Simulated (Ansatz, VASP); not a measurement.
One calculation of TiO2, two programs

```xyz
6
Lattice="2.8712 0.0000 0.0000 -1.4356 2.4865 0.0000 0.0000 0.0000 9.4780" Properties=species:S:1:pos:R:3 pbc="T T T"
Ti    1.4356    0.8288    7.1085
Ti    0.0000    1.6577    2.3695
O     0.0000    1.6577    8.2311
O     0.0000    1.6577    5.9859
O     1.4356    0.8288    1.2469
O     1.4356    0.8288    3.4921
```

Alike in both runs: functional PBE; dispersion D3(BJ); k mesh 6 × 6 × 2; occupations gaussian, width 0.1 eV; collinear spin.

Ansatz relaxed the structure, and its values are those at the end. VASP's run is a single point on that final structure, the one shown.

|  | VASP | Ansatz |
| --- | --- | --- |
| version | VASP 6.6.1 | Ansatz 0.2.0 |
| potentials or method | VASP PAW PBE potentials, release 64 (Ti_sv, O_h), cutoff 1340 eV | scalar-relativistic, plane waves, PAW |
| valence electrons in the cell | 48 | 48 |

Ansatz gave:

```
gap on the k mesh at the Fermi level (eV) : 0.59
least direct gap on the mesh (eV)         : 1.25
pressure (GPa)                            : 0.0
rms of the force components (eV/Å)        : 0.003
net moment per atom (μB)                  : 0.00
```

**Question.** Estimate VASP's values.

**Answer.** gap on the k mesh at the Fermi level (eV): 0.58; least direct gap on the mesh (eV): 1.24; pressure (GPa): 0.4; rms of the force components (eV/Å): 0.033; net moment per atom (μB): 0.00.

Ansatz's warnings: seeded moment not kept.

The k mesh is coarse, so the values compare programs but aren't converged.
